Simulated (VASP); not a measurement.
# N2 in VASP: single point with RPBE

Aim: the single point of N2 with RPBE.

All numbers are computed with VASP 6.6.1; they aren't measurements. Logs are shortened: lines on timing, memory, paths and dates and some standing lists are left out, and cuts for length are marked.

### 1 The cell of the first run

The cell holds a molecule in a box, 2 atoms: a = 12.000 Å, b = 12.300 Å, c = 12.600 Å, α = 90.00°, β = 90.00°, γ = 90.00°.

### 2 Single point, RPBE

INCAR reads:

```
ALGO = Normal ; EDIFF = 1E-6
ENCUT = 1000 ; GGA = RP
GGA_COMPAT = False ; ISIF = 2
ISMEAR = -1 ; LASPH = True
LCHARG = False ; LREAL = False
LWAVE = False ; NBANDS = 12
NELM = 120 ; NELMDL = -8
PREC = Accurate ; SIGMA = 0.01
```

KPOINTS reads:

```
k-points
0
Gamma
  1 1 1
```

POSCAR reads:

```
N
1.0
   12.0000000000      0.0000000000      0.0000000000
    0.0000000000     12.3000000000      0.0000000000
    0.0000000000      0.0000000000     12.6000000000
N
2
Direct
    0.5000000000      0.5000000000      0.4561031508
    0.5000000000      0.5000000000      0.5438968492
```

Potentials or basis: VASP PAW PBE potentials, release 64 (N_h).

Started as:

```sh
> cat potpaw_PBE.64/N_h/POTCAR > POTCAR
> mpirun -np 1 vasp_gam > vasp.out
```

OUTCAR:

```text
EDIFF = 1E-6
   ENCUT = 1000
   GGA = RP
   ISIF = 2
   ISMEAR = -1
   LASPH = True
   LREAL = False
   NELM = 120
   NELMDL = -8
   PREC = Accurate

 ion  position               nearest neighbor table
   1  0.500  0.500  0.456-   2 1.11
   2  0.500  0.500  0.544-   1 1.11

  LATTYP: Found a simple orthorhombic cell.
 ALAT       =    12.0000000000
 B/A-ratio  =     1.0250000000
 C/A-ratio  =     1.0500000000

  Lattice vectors:

 A1 = (  12.0000000000,   0.0000000000,   0.0000000000)
 A2 = (   0.0000000000,  12.3000000000,   0.0000000000)
 A3 = (   0.0000000000,   0.0000000000,  12.6000000000)

Analysis of symmetry for initial positions (statically):
=====================================================================
 Subroutine PRICEL returns:
 Original cell was already a primitive cell.

 Routine SETGRP: Setting up the symmetry group for a
 simple orthorhombic supercell.

 Subroutine GETGRP returns: Found  8 space group operations
 (whereof  8 operations were pure point group operations)
 out of a pool of  8 trial point group operations.

The static configuration has the point symmetry D_2h.

Analysis of symmetry for dynamics (positions and initial velocities):
=====================================================================
 Subroutine PRICEL returns:
 Original cell was already a primitive cell.

 Routine SETGRP: Setting up the symmetry group for a
 simple orthorhombic supercell.

 Subroutine GETGRP returns: Found  8 space group operations
 (whereof  8 operations were pure point group operations)
 out of a pool of  8 trial point group operations.

The dynamic configuration has the point symmetry D_2h.

 Subroutine INISYM returns: Found  8 space group operations
 (whereof  8 operations are pure point group operations),
 and found     1 'primitive' translations

----------------------------------------------------------------------------------------

                                     Primitive cell

  volume of cell :    1859.7600

  direct lattice vectors                    reciprocal lattice vectors
    12.000000000  0.000000000  0.000000000     0.083333333  0.000000000  0.000000000
     0.000000000 12.300000000  0.000000000     0.000000000  0.081300813  0.000000000
     0.000000000  0.000000000 12.600000000     0.000000000  0.000000000  0.079365079

  length of vectors
    12.000000000 12.300000000 12.600000000     0.083333333  0.081300813  0.079365079

  position of ions in fractional coordinates (direct lattice)
     0.500000000  0.500000000  0.456103151
     0.500000000  0.500000000  0.543896849

  ion indices of the primitive-cell ions
   primitive index   ion index
                 1           1
                 2           2

----------------------------------------------------------------------------------------

 KPOINTS: k-points

Automatic generation of k-mesh.
 Grid dimensions read from file:
 generate k-points for:    1    1    1

 Generating k-lattice:

  Cartesian coordinates                     Fractional coordinates (reciprocal lattice)
     0.083333333  0.000000000  0.000000000     1.000000000  0.000000000  0.000000000
     0.000000000  0.081300813  0.000000000     0.000000000  1.000000000  0.000000000
     0.000000000  0.000000000  0.079365079     0.000000000  0.000000000  1.000000000

  Length of vectors
     0.083333333  0.081300813  0.079365079

  Shift w.r.t. Gamma in fractional coordinates (k-lattice)
     0.000000000  0.000000000  0.000000000

 Subroutine IBZKPT returns following result:
 ===========================================

 Found      1 irreducible k-points:

 Following reciprocal coordinates:
            Coordinates               Weight
  0.000000  0.000000  0.000000      1.000000
   k-points           NKPTS =      1   k-points in BZ     NKDIM =      1   number of bands    NBANDS=     12
   number of dos      NEDOS =    301   number of ions     NIONS =      2
   total plane-waves  NPLWV = ******
   dimension x,y,z NGX =   126 NGY =  128 NGZ =  140
   dimension x,y,z NGXF=   252 NGYF=  256 NGZF=  280
   ions per type =               2
   NGX,Y,Z   is equivalent  to a cutoff of  17.46, 17.30, 18.47 a.u.
   NGXF,Y,Z  is equivalent  to a cutoff of  34.91, 34.60, 36.94 a.u.
 SYSTEM =  unknown system
   PREC   = accura    normal or accurate (medium, high low for compatibility)
   ISTART =      0    job   : 0-new  1-cont  2-samecut
   ICHARG =      2    charge: 1-file 2-atom 10-const
   ISPIN  =      1    spin polarized calculation?
   LNONCOLLINEAR =      F non collinear calculations
   LSORBIT =      F    spin-orbit coupling
   LASPH  =      T    aspherical Exc in radial PAW
   ENCUT  = 1000.0 eV  73.50 Ry    8.57 a.u.  30.94 31.71 32.49*2*pi/ulx,y,z
   NELM   =    120;   NELMIN=  2; NELMDL= -8     # of ELM steps
   EDIFF  = 0.1E-05   stopping-criterion for ELM
   LREAL  =      F    real-space projection
   EDIFFG = 0.1E-04   stopping-criterion for IOM
   NSW    =      0    number of steps for IOM
   IBRION =     -1    ionic relax: 0-MD 1-quasi-New 2-CG
   NFREE  =      0    steps in history (QN), initial steepest desc. (CG)
   ISIF   =      2    stress and relaxation
   ISYM   =      2    0-nonsym 1-usesym 2-fastsym
   POTIM  = 0.5000    time-step for ionic-motion
   TEBEG  =    0.0;   TEEND  =   0.0 temperature during run
   PSTRESS=    0.0 pullay stress
   NELECT =      10.0000    total number of electrons
   NUPDOWN=      -1.0000    fix difference up-down
   EMIN   =  10.00;   EMAX   =-10.00  energy-range for DOS
   EFERMI =   0.00;   METHOD = LEGACY
   ISMEAR =    -1;   SIGMA  =   0.01  broadening in eV -4-tet -1-fermi 0-gaus
   EFERMI_NEDOS =   21; number of points for ismear=-14 and -15
   IALGO  =     38    algorithm
   IMIX   =      4    mixing-type and parameters
     AMIX     =   0.40;   BMIX     =  1.00
     AMIX_MAG =   1.60;   BMIX_MAG =  1.00
  volume/ion in A,a.u.               =     929.88      6275.14
  Fermi-wavevector in a.u.,A,eV,Ry     =   0.286807  0.541986  1.119189  0.082258
  Thomas-Fermi vector in A             =   1.141954
   LORBIT       =      0    0 simple, 1 ext, 2 COOP (PROOUT), +10 PAW based schemes
   GGA     = RP    functional components
   LHFCALC =     F    Hartree Fock is set to
   AEXX    =    0.0000 exact exchange contribution
   IVDW    =     0    specifies the selected vdW correction
   LEPSILON=     F    determine dielectric tensor
   LRPA    =     F    only Hartree local field effects (RPA)
 non-spin polarized calculation
  energy-cutoff  :     1000.00
  volume of cell :     1859.76
 maximum number of plane-waves:     66766
 NGX is ok and might be reduce to   126
   NGX = 61   NGY = 63   NGZ = 65

 number of electron      10.0000000 magnetization

 Free energy of the ion-electron system (eV)
  ---------------------------------------------------
  ext. energy  EPLUGINS =         0.00000000
  ---------------------------------------------------
  free energy    TOTEN  =       -16.46425280 eV

  energy without entropy =      -16.46425280  energy(sigma->0) =      -16.46425280

 E-fermi :  -9.8295     XC(G=0):  -0.3533

 val. band max:      -10.1127908558   @ k =   0.0000   0.0000   0.0000
 cond. band min:      -1.8782650006   @ k =   0.0000   0.0000   0.0000
 fundamental gap:      8.2345258553
 Fermi energy:        -9.8295280933

 k-point     1 :       0.0000    0.0000    0.0000
  band No.  band energies     occupation
      1     -28.0556      2.00000
      2     -13.5042      2.00000
      3     -11.3965      2.00000
      4     -11.3965      2.00000
      5     -10.1128      2.00000
      6      -1.8783      0.00000
      7      -1.8783      0.00000
      8      -0.1923      0.00000
      9       0.6965      0.00000
     10       0.7175      0.00000
     11       0.7350      0.00000
     12       0.7727      0.00000

------------------------ aborting loop because EDIFF is reached ----------------------------------------

  FORCE on cell =-STRESS in cart. coord.  units (eV):
  Direction    XX          YY          ZZ          XY          YZ          ZX
  --------------------------------------------------------------------------------------
  -------------------------------------------------------------------------------------
  Total       -0.0120206     -0.0119622      0.0263477      0.0000000      0.0000000      0.0000000
  in kB       -0.0103557     -0.0103054      0.0226985      0.0000000      0.0000000      0.0000000
  external PRESSURE =       0.0006791 kB  Pullay stress =       0.0000000 kB

 VOLUME and BASIS-vectors are now :
 -----------------------------------------------------------------------------
  energy-cutoff  :     1000.00
  volume of cell :     1859.76
      direct lattice vectors                 reciprocal lattice vectors
    12.000000000  0.000000000  0.000000000     0.083333333  0.000000000  0.000000000
     0.000000000 12.300000000  0.000000000     0.000000000  0.081300813  0.000000000
     0.000000000  0.000000000 12.600000000     0.000000000  0.000000000  0.079365079

 POSITION                                       TOTAL-FORCE (eV/Angst)
 -----------------------------------------------------------------------------------
      6.00000      6.15000      5.74690         0.000000      0.000000     -0.035250
      6.00000      6.15000      6.85310         0.000000     -0.000000      0.035250
 -----------------------------------------------------------------------------------
    total drift:                                0.000000      0.000000     -0.000000

  FREE ENERGIE OF THE ION-ELECTRON SYSTEM (eV)
  ---------------------------------------------------
  free  energy   TOTEN  =       -16.4642528036 eV

  energy  without entropy=      -16.4642528036  energy(sigma->0) =      -16.46425280
```

Wall time 9.2 min (1 thread of Intel Xeon Platinum 8259CL at 2.50GHz (Skylake/Cascade Lake), shared host); peak memory 3 GiB.

What came out:

| Property | Result |
| --- | --- |
| Free energy | -16.4643 eV |
| Largest force | 0.035 eV/Å |
| Gap between the frontier levels | 8.23 eV |

Forces in eV/Å, atoms in the order of the input:
```
N    0.000  0.000 -0.035
N    0.000  0.000  0.035
```

Levels at points of the mesh, in eV from the valence-band top:
| k point | band 2 | band 3 | band 4 | band 5 | band 6 | band 7 | band 8 | band 9 |
| --- | --- | --- | --- | --- | --- | --- | --- | --- |
| (0.00, 0.00, 0.00) | -3.39 | -1.28 | -1.28 | 0.00 | 8.23 | 8.23 | 9.92 | 10.81 |

Caveat: the PAW data sets were made with another functional, which shifts forces and pressure a little.
